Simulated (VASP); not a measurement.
The system is W.

```
W
1.0
    -1.58234    1.58234    1.58234
     1.58234   -1.58234    1.58234
     1.58234    1.58234   -1.58234
W
1
Cartesian
  0.0000 0.0000 0.0000
```

Base run:

* Program: VASP 6.6.1
* Functional: PBEsol
* Potentials or basis: VASP PAW PBE potentials, release 64 (W_sv)
* Cutoff: 520 eV
* k mesh: 9 × 9 × 9
* Occupations: fermi-dirac, width 0.05 eV
* Spin: non-collinear spin, zero start, spin-orbit coupling
* Starting moments: [[0.0, 0.0, 0.0]] μB

Its results: pressure -1.9 GPa; net moment 0.00 μB per cell.

Problem. The run is repeated on the same cell with these changes: k mesh from 9 × 9 × 9 to 12 × 12 × 12; further incar settings from ALGO = Fast; EDIFF = 1e-06; NBANDS = 25 to ALGO = Normal; EDIFF = 1e-06; NBANDS = 25. What comes out?

Solution. Pressure -1.4 GPa; net moment 0.00 μB per cell.

Caveats: the PAW data sets were made with another functional, which shifts forces and pressure a little.
